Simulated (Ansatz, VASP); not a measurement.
# One calculation of Mg5O, two programs

Contents of INCAR:

```
SYSTEM = Mg5O
PREC     = Accurate       ! precision mode
ENCUT    = 600            ! plane-wave cutoff, eV
EDIFF    = 1E-6           ! SCF threshold, eV
ISMEAR   = 0              ! smearing method
SIGMA    = 0.1            ! smearing width, eV
LREAL    = .False.        ! projectors in reciprocal space
LASPH    = .True.         ! aspherical terms in the spheres
NELM     = 80             ! most SCF steps
ALGO     = Normal         ! electronic algorithm
ISIF     = 3              ! what is computed and relaxed
LWAVE    = .False.        ! write WAVECAR
LCHARG   = .False.        ! write CHGCAR
GGA      = PE             ! functional
IBRION   = 2              ! ionic algorithm
NSW      = 100            ! ionic steps
EDIFFG   = -0.01          ! ionic threshold
```

The input KPOINTS:

```
regular mesh
0
Gamma
  12 12 2
  0 0 0
```

The input POSCAR:

```
Mg5O
1.0
    3.1504227934      0.0000000000      0.0000000000
   -1.5752113967      2.7283461718      0.0000000000
    0.0000000000      0.0000000000     25.5912103351
Mg O
10 2
Direct
    0.3333333333      0.6666666667      0.4518614918
    0.6666666667      0.3333333333      0.5481385082
    0.3333333333      0.6666666667      0.6492250327
    0.6666666667      0.3333333333      0.7500000000
    0.3333333333      0.6666666667      0.0481385082
    0.6666666667      0.3333333333      0.9518614918
    0.3333333333      0.6666666667      0.8507749673
    0.6666666667      0.3333333333      0.3507749673
    0.3333333333      0.6666666667      0.2500000000
    0.6666666667      0.3333333333      0.1492250327
    0.0000000000      0.0000000000      0.5000000000
    0.0000000000      0.0000000000      0.0000000000
```

Input for Ansatz:

```yaml
crystal:
  lattice:
    - [3.1504227934, 0.0, 0.0]
    - [-1.5752113967, 2.7283461718, 0.0]
    - [0.0, 0.0, 25.5912103351]
  atoms:
    - { symbol: Mg, position: [0.3333333333, 0.6666666667, 0.4518614918] }
    - { symbol: Mg, position: [0.6666666667, 0.3333333333, 0.5481385082] }
    - { symbol: Mg, position: [0.3333333333, 0.6666666667, 0.6492250327] }
    - { symbol: Mg, position: [0.6666666667, 0.3333333333, 0.75] }
    - { symbol: Mg, position: [0.3333333333, 0.6666666667, 0.0481385082] }
    - { symbol: Mg, position: [0.6666666667, 0.3333333333, 0.9518614918] }
    - { symbol: Mg, position: [0.3333333333, 0.6666666667, 0.8507749673] }
    - { symbol: Mg, position: [0.6666666667, 0.3333333333, 0.3507749673] }
    - { symbol: Mg, position: [0.3333333333, 0.6666666667, 0.25] }
    - { symbol: Mg, position: [0.6666666667, 0.3333333333, 0.1492250327] }
    - { symbol: O, position: [0.0, 0.0, 0.5] }
    - { symbol: O, position: [0.0, 0.0, 0.0] }
basis:
  ecutwfc: 420
kpoints:
  mp_grid: { grid: [12, 12, 2] }
hamiltonian:
  xc: pbe
scf:
  occupations: { method: gaussian, width: 0.1 }
output:
  forces: true
  stress: true
  eigenvalues: true
relax:
  adjacent_minimum: "off"
  f_tol: 0.01
  max_steps: 80
  cell: { stress_tol: 0.05 }
```

Alike in both runs: task relaxation of cell and atoms; functional PBE; k mesh 12 × 12 × 2; occupations gaussian, width 0.1 eV; no spin polarisation.

|  | VASP | Ansatz |
| --- | --- | --- |
| version | VASP 6.6.1 | Ansatz 0.2.0 |
| potentials or method | VASP PAW PBE potentials, release 64 (Mg, O), cutoff 600 eV | scalar-relativistic, plane waves, PAW |
| valence electrons in the cell | 32 | 112 |

```csv
,VASP,Ansatz,Ansatz less VASP
"gap on the k mesh at the Fermi level, each at its own relaxed structure (eV)",none,none,-
relaxed volume (Å³/atom),18.20,18.29,+0.091
relaxed cell length with the largest relative difference (Å),3.142,3.148,+0.0055
```

A gap of «none» marks a metal or a gap that the smearing closes. VASP's potentials hold 32 valence electrons a cell and Ansatz's 112, so a difference there can come from the potentials and not from the codes.
